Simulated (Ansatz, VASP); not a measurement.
**One calculation of As, two programs**

```
As
1.0
     2.70368    0.00000    0.00000
     0.00000    2.70368    0.00000
     0.00000    0.00000    2.70368
As
1
Direct
  0.50000 0.50000 0.50000
```

Alike in both runs: task single point; functional PBEsol; k mesh 10 × 10 × 10; no spin polarisation.

```csv
,VASP,Ansatz
version,VASP 6.6.1,Ansatz 0.2.0
potentials or method,"VASP PAW PBE potentials, release 64 (As)","plane waves, PAW"
plane-wave cutoff (eV),520,420
occupations,"methfessel-paxton of order 1, width 0.1 eV","cold, width 0.1 eV"
valence electrons in the cell,5,15
```

|  | VASP | Ansatz | Ansatz less VASP |
| --- | --- | --- | --- |
| gap on the k mesh at the Fermi level (eV) | none | none | - |
| pressure (GPa) | -1.2 | -1.6 | -0.33 |

VASP's potentials were made for PBE, not for PBEsol. A gap of «none» marks a metal or a gap that the smearing closes. VASP's potentials hold 5 valence electrons a cell and Ansatz's 15, so a difference there can come from the potentials and not from the codes. Ansatz's warnings: stress scf threshold loose.
